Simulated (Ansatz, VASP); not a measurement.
# One calculation of Mg2Si, two programs

POSCAR

```
Mg2Si
1.0
    0.0000000000      3.1770998964      3.1770998964
    3.1770998964      0.0000000000      3.1770998964
    3.1770998964      3.1770998964      0.0000000000
Mg Si
2 1
Direct
    0.2500000000      0.2500000000      0.2500000000
    0.7500000000      0.7500000000      0.7500000000
    0.0000000000      0.0000000000      0.0000000000
```

The input INCAR.step1:

```
SYSTEM = Mg2Si
PREC     = Accurate       ! precision mode
ENCUT    = 660            ! plane-wave cutoff, eV
ISMEAR   = 0              ! smearing method
SIGMA    = 0.05           ! smearing width, eV
LREAL    = .False.        ! projectors in reciprocal space
LASPH    = .True.         ! aspherical terms in the spheres
NELM     = 120            ! most SCF steps
NBANDS   = 11             ! bands
GGA      = PE             ! functional
ALGO     = Normal         ! electronic algorithm
EDIFF    = 1E-5           ! SCF threshold, eV
LWAVE    = .True.         ! write WAVECAR
LCHARG   = .False.        ! write CHGCAR
GGA_COMPAT= .False.
```

INCAR.step2

```
SYSTEM = Mg2Si
PREC     = Accurate       ! precision mode
ENCUT    = 660            ! plane-wave cutoff, eV
EDIFF    = 1E-6           ! SCF threshold, eV
ISMEAR   = 0              ! smearing method
SIGMA    = 0.05           ! smearing width, eV
LREAL    = .False.        ! projectors in reciprocal space
LASPH    = .True.         ! aspherical terms in the spheres
NELM     = 120            ! most SCF steps
ALGO     = Normal         ! electronic algorithm
ISIF     = 2              ! what is computed and relaxed
LWAVE    = .False.        ! write WAVECAR
LCHARG   = .False.        ! write CHGCAR
METAGGA  = R2SCAN         ! meta-GGA
LMIXTAU  = .True.       
NBANDS   = 11             ! bands
ISTART   = 1            
GGA_COMPAT= .False.
```

Contents of KPOINTS:

```
Automatic mesh
0
Gamma
  10 10 10
  0 0 0
```

Input for Ansatz:

```yaml
crystal:
  lattice:
    - [0.0, 3.1770998964, 3.1770998964]
    - [3.1770998964, 0.0, 3.1770998964]
    - [3.1770998964, 3.1770998964, 0.0]
  atoms:
    - { symbol: Mg, position: [0.25, 0.25, 0.25] }
    - { symbol: Mg, position: [0.75, 0.75, 0.75] }
    - { symbol: Si, position: [0.0, 0.0, 0.0] }
basis:
  ecutwfc: 500
  ecutrho_ratio: 4
kpoints:
  mp_grid: { grid: [10, 10, 10] }
hamiltonian:
  xc: r2scan
scf:
  occupations: { method: gaussian, width: 0.05 }
output:
  forces: true
  stress: true
  eigenvalues: true
```

Alike in both runs: task single point; functional r2SCAN; k mesh 10 × 10 × 10; occupations gaussian, width 0.05 eV; no spin polarisation.

```csv
,VASP,Ansatz
version,VASP 6.6.1,Ansatz 0.2.0
potentials or method,"VASP PAW PBE potentials, release 64 (Mg, Si), cutoff 660 eV","scalar-relativistic, plane waves, PAW"
valence electrons in the cell,8,24
```

```csv
,VASP,Ansatz,Ansatz less VASP
gap on the k mesh at the Fermi level (eV),0.46,0.45,-0.003
least direct gap on the mesh (eV),2.45,2.45,+0.008
pressure (GPa),-0.7,-0.4,+0.28
```

VASP's potentials were made for PBE, not for r2SCAN. VASP's potentials hold 8 valence electrons a cell and Ansatz's 24, so a difference there can come from the potentials and not from the codes.
